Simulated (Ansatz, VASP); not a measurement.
**Be in VASP and in Ansatz**

```
CELL_PARAMETERS angstrom
0.00024 -2.90200 -2.90231
-2.90150 0.00005 -2.90212
2.90835 2.90836 -5.81120
ATOMIC_POSITIONS crystal
Be 0.24943 0.24943 0.25143
Be 0.74939 0.74953 0.75141
Be 0.87551 0.87558 0.37355
Be 0.37541 0.37551 0.87364
Be 0.81255 0.81246 0.06249
Be 0.31252 0.31249 0.56255
Be 0.56258 0.56242 0.31250
Be 0.06252 0.06242 0.81249
Be 0.81256 0.31252 0.06245
Be 0.31249 0.81256 0.56247
Be 0.31255 0.81250 0.06247
Be 0.81248 0.31257 0.56253
```

Change from the starting cell: cell x2, atoms moved at random (sigma 0.1 Å) and cell strained at random (1.5 %), then relaxed without symmetry.

Alike in both runs: functional PBE; k mesh 6 × 6 × 6; occupations gaussian, width 0.2 eV; no spin polarisation.

Ansatz relaxed the structure, and its values are those at the end. VASP's run is a single point on that final structure, the one shown.

|  | VASP | Ansatz |
| --- | --- | --- |
| version | VASP 6.6.1 | Ansatz 0.2.0 |
| potentials or method | VASP PAW PBE potentials, release 64 (Be), cutoff 520 eV | scalar-relativistic, plane waves, PAW |
| valence electrons in the cell | 24 | 24 |

|  | VASP | Ansatz | Ansatz less VASP |
| --- | --- | --- | --- |
| gap on the k mesh at the Fermi level (eV) | none | none | - |
| pressure (GPa) | 0.1 | 0.0 | -0.13 |

A gap of «none» marks a metal or a gap that the smearing closes.
